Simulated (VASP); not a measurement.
A run of VASP 6.6.1 is set up as follows.

File INCAR:

```
PREC     = Accurate       # precision mode
ENCUT    = 520            # plane-wave cutoff, eV
EDIFF    = 1E-6           # SCF threshold, eV
ISMEAR   = 0              # smearing method
SIGMA    = 0.1            # smearing width, eV
LREAL    = F              # projectors in reciprocal space
LASPH    = T              # aspherical terms in the spheres
NELM     = 80             # most SCF steps
ALGO     = Fast           # electronic algorithm
ISIF     = 2              # what is computed and relaxed
LWAVE    = F              # write WAVECAR
LCHARG   = F              # write CHGCAR
GGA      = PE             # functional
NBANDS   = 15             # bands
```

KPOINTS

```
Automatic mesh
0
Gamma
  22 22 12
```

The input POSCAR:

```
LiV
1.0
    2.3934985393      0.0000000000      0.0000000000
    0.0000000000      2.3934985393      0.0000000000
    0.0000000000      0.0000000000      4.9164292373
Li V
1 1
Direct
    0.5000000000      0.5000000000      0.5000000000
    0.0000000000      0.0000000000      0.0000000000
```

Potentials or basis: VASP PAW PBE potentials, release 64 (Li_sv, V_sv).

Launch:

```sh
$ cat potpaw_PBE.64/Li_sv/POTCAR potpaw_PBE.64/V_sv/POTCAR > POTCAR
$ mpirun -np 1 vasp_std > vasp.out
```

Question: Predict the band gap on the k mesh.

Answer: Zero (bands 8 and 9 overlap by 1.86 eV).
